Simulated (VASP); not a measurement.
Crystal: Pd.

```
Pd
1.0
     2.51410    0.00000    0.00000
     0.00000    2.51410    0.00000
     0.00000    0.00000    2.51410
Pd
1
Direct
  0.00000 0.00000 0.00000
```

This isn't the form of Pd at room conditions, which is fcc.

| Property | Result |
| --- | --- |
| Program | VASP 6.6.1 |
| Task | relaxation of cell and atoms |
| Functional | BLYP |
| Potentials or basis | VASP PAW PBE potentials, release 64 (Pd) |
| Cutoff | 600 eV |
| k mesh | 12 × 12 × 12 |
| Occupations | fermi-dirac, width 0.05 eV |
| Spin | collinear spin |
| Starting moments | [0.5] μB |

At the start: pressure 29.3 GPa; volume 15.89 Å³/atom.

**Question.** How do energy, volume and symmetry change on relaxing?

**Answer.** Over 19 steps the energy falls by 237.9 meV/atom and the volume is 19.05 Å³/atom (+19.9 %); space group Pm-3m (No. 221, to 0.1 Å) before and after; moment 0.00 μB per cell.

The path:
```tsv
step	energy change (eV)	largest force (eV/Å)	pressure (GPa)	volume (Å³)
1	0.0000	0.0000	29.32	15.89
2	-0.0332	0.0000	-11.57	23.56
3	-0.2377	0.0000	-0.59	19.18
4	-0.2379	0.0000	-0.20	19.10
5	-0.2379	0.0000	0.15	19.03
6	-0.2379	0.0000	0.14	19.03
7	-0.2379	0.0000	0.13	19.03
8	-0.2379	0.0000	0.14	19.03
9	-0.2379	0.0000	0.14	19.03
10	-0.2379	0.0000	0.14	19.03
11	-0.2379	0.0000	0.14	19.03
12	-0.2379	0.0000	0.14	19.03
13	-0.2379	0.0000	0.13	19.03
14	-0.2379	0.0000	0.13	19.03
15	-0.2379	0.0000	0.12	19.03
16	-0.2379	0.0000	0.11	19.03
17	-0.2379	0.0000	0.11	19.03
18	-0.2379	0.0000	0.09	19.04
19	-0.2379	0.0000	0.03	19.05
```

Final structure:
```yaml
crystal:
  lattice:
    - [2.67065, 0.00000, 0.00000]
    - [0.00000, 2.67065, 0.00000]
    - [0.00000, 0.00000, 2.67065]
  atoms:
    - { symbol: Pd, position: [0.00000, 0.00000, 0.00000] }
```

Caveat: the volume moved by over 15 % at a fixed basis, so the end points are rough; the PAW data sets were made with another functional, which shifts forces and pressure a little.
